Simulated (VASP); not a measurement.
# ZnS in VASP: a series of runs, part 2 of 2

VASP 6.6.1.

## 6. Single point, r2SCAN (strain -0.030 along x and y, +0.000 along z)

POSCAR reads:

```
ZnS
1.0
    0.0000000000      2.6235105000      2.7046500000
    2.6235105000      0.0000000000      2.7046500000
    2.6235105000      2.6235105000      0.0000000000
Zn S
1 1
Direct
    0.0000000000      0.0000000000      0.0000000000
    0.7500000000      0.7500000000      0.7500000000
```

INCAR.step1 reads:

```
  PREC = Accurate
  ENCUT = 520
  ISMEAR = 0
  SIGMA = 0.05
  LREAL = False
  LASPH = True
  NELM = 100
  NBANDS = 16
  GGA = PE
  ALGO = Normal
  EDIFF = 1E-4
  LWAVE = True
  LCHARG = False
```

INCAR.step2 reads:

```
  PREC = Accurate
  ENCUT = 520
  EDIFF = 1E-6
  ISMEAR = 0
  SIGMA = 0.05
  LREAL = False
  LASPH = True
  NELM = 100
  ALGO = Normal
  ISIF = 2
  LWAVE = False
  LCHARG = False
  METAGGA = R2SCAN
  LMIXTAU = True
  NBANDS = 16
  ISTART = 1
```

KPOINTS reads:

```
regular mesh
0
Gamma
  8 8 8
```

Potentials or basis: VASP PAW PBE potentials, release 64 (Zn, S).

On the command line:

```console
$ cat potpaw_PBE.64/Zn/POTCAR potpaw_PBE.64/S/POTCAR > POTCAR
$ cp INCAR.step1 INCAR
$ mpirun -np 1 vasp_std > vasp.out
$ cp INCAR.step2 INCAR
$ mpirun -np 1 vasp_std > vasp.out
```

OUTCAR:

```text
PREC = Accurate
   ENCUT = 520
   EDIFF = 1E-6
   ISMEAR = 0
   LREAL = False
   LASPH = True
   NELM = 100
   ISIF = 2
   METAGGA = R2SCAN
   ISTART = 1

 ion  position               nearest neighbor table
   1  0.000  0.000  0.000-   2 2.30   2 2.30   2 2.30   2 2.30
   2  0.750  0.750  0.750-   1 2.30   1 2.30   1 2.30   1 2.30

  LATTYP: Found a body centered tetragonal cell.
 ALAT       =     3.7102041301
 C/A-ratio  =     1.4579521262

  Lattice vectors:

[... 644 lines left out ...]

  FORCE on cell =-STRESS in cart. coord.  units (eV):
  Direction    XX          YY          ZZ          XY          YZ          ZX
  --------------------------------------------------------------------------------------
  -------------------------------------------------------------------------------------
  Total        1.1192660      1.1192660      0.8077666      0.0000000      0.0000000      0.0000000
  in kB       48.1656281     48.1656281     34.7608041      0.0000000      0.0000000      0.0000000
  external PRESSURE =      43.6973534 kB  Pullay stress =       0.0000000 kB

 VOLUME and BASIS-vectors are now :
 -----------------------------------------------------------------------------
  energy-cutoff  :      520.00
  volume of cell :       37.23
      direct lattice vectors                 reciprocal lattice vectors
     0.000000000  2.623510500  2.704650000    -0.190584333  0.190584333  0.184866803
     2.623510500  0.000000000  2.704650000     0.190584333 -0.190584333  0.184866803
     2.623510500  2.623510500  0.000000000     0.190584333  0.190584333 -0.184866803

 POSITION                                       TOTAL-FORCE (eV/Angst)
 -----------------------------------------------------------------------------------
      0.00000      0.00000      0.00000        -0.000000     -0.000000     -0.000000
      3.93527      3.93527      4.05697         0.000000      0.000000      0.000000
 -----------------------------------------------------------------------------------
    total drift:                               -0.000033     -0.000033      0.000015

  FREE ENERGIE OF THE ION-ELECTRON SYSTEM (eV)
  ---------------------------------------------------
  free  energy   TOTEN  =       -18.8387126332 eV

  energy  without entropy=      -18.8387126332  energy(sigma->0) =      -18.83871263
```

OUTCAR.step1:

```text
PREC = Accurate
   ENCUT = 520
   ISMEAR = 0
   LREAL = False
   LASPH = True
[... 678 lines left out ...]
      0.00000      0.00000      0.00000         0.000000      0.000000      0.000000
      3.93527      3.93527      4.05697        -0.000000     -0.000000     -0.000000
 -----------------------------------------------------------------------------------
    total drift:                               -0.000002     -0.000002     -0.000002

  FREE ENERGIE OF THE ION-ELECTRON SYSTEM (eV)
  ---------------------------------------------------
  free  energy   TOTEN  =        -6.7860792104 eV

  energy  without entropy=       -6.7860792104  energy(sigma->0) =       -6.78607921
```

OSZICAR.step1:

```text
N       E                     dE             d eps       ncg     rms          rms(c)
DAV:   1     0.896896764864E+02    0.89690E+02   -0.89325E+03  1888   0.138E+03
DAV:   2    -0.171260610307E+01   -0.91402E+02   -0.85176E+02  2168   0.260E+02
DAV:   3    -0.716332540423E+01   -0.54507E+01   -0.54294E+01  2320   0.628E+01
DAV:   4    -0.721863912651E+01   -0.55314E-01   -0.55300E-01  2360   0.658E+00
DAV:   5    -0.721924559129E+01   -0.60646E-03   -0.60646E-03  2352   0.661E-01    0.768E+00
DAV:   6    -0.680936593196E+01    0.40988E+00   -0.74473E-01  2832   0.311E+01    0.593E+00
DAV:   7    -0.678657080423E+01    0.22795E-01   -0.27159E-01  2304   0.488E+00    0.295E+00
DAV:   8    -0.678578063820E+01    0.79017E-03   -0.58099E-03  2512   0.112E+00    0.783E-01
DAV:   9    -0.678592914431E+01   -0.14851E-03   -0.14291E-03  2312   0.295E-01    0.904E-02
DAV:  10    -0.678605998703E+01   -0.13084E-03   -0.16565E-04  2248   0.954E-02    0.408E-02
DAV:  11    -0.678607921039E+01   -0.19223E-04   -0.38036E-05  1656   0.506E-02
   1 F= -.67860792E+01 E0= -.67860792E+01  d E =-.836895E-12
```

Run time: 62 s. Hardware: 1 thread of Intel Xeon 6975P-C (Granite Rapids), shared host; peak memory 0.18 GiB.

Results:

| Item | Value |
| --- | --- |
| Free energy | -18.8387 eV |
| Pressure | 4.4 GPa |
| Band gap on the k mesh | 2.91 eV |

Stress tensor (GPa, compression positive):
```
4.82 0.00 0.00
0.00 4.82 0.00
0.00 0.00 3.48
```

Caveat: the cell differs from its parent crystal (strain -0.030 along x and y, +0.000 along z); the cell stands under pressure; the PAW data sets were made with another functional, which shifts forces and pressure a little.

## 7. Summary

| cell | gap on the mesh (eV) | pressure (GPa) |
| --- | --- | --- |
| a = 3.768 Å, angles 60.0°, 2 atoms | 2.88 | 2.9 |
| a = 3.882 Å, angles 60.0°, 2 atoms | 2.46 | -3.9 |
| a = 3.940 Å, angles 60.0°, 2 atoms | 2.26 | -6.3 |
| a = 3.739, b = 3.739, c = 3.710 Å, angles 60.3, 60.3, 59.5°, 2 atoms | 3.00 | 5.9 |
| a = 3.768, b = 3.768, c = 3.710 Å, angles 60.5, 60.5, 59.0°, 2 atoms | 2.91 | 4.4 |

Alike in all rows: task single point; level r2SCAN; potentials or basis VASP PAW PBE potentials, release 64 (Zn, S); no spin polarisation; k mesh 8 × 8 × 8; cutoff (eV) 520; smearing gaussian 0.05 eV.

Caveats: the PAW data sets were made with another functional, which shifts forces and pressure a little; the cell stands under tension (at least some runs); the cell stands under pressure (at least some runs).

Absolute energies hang on the potentials; compare differences alone.
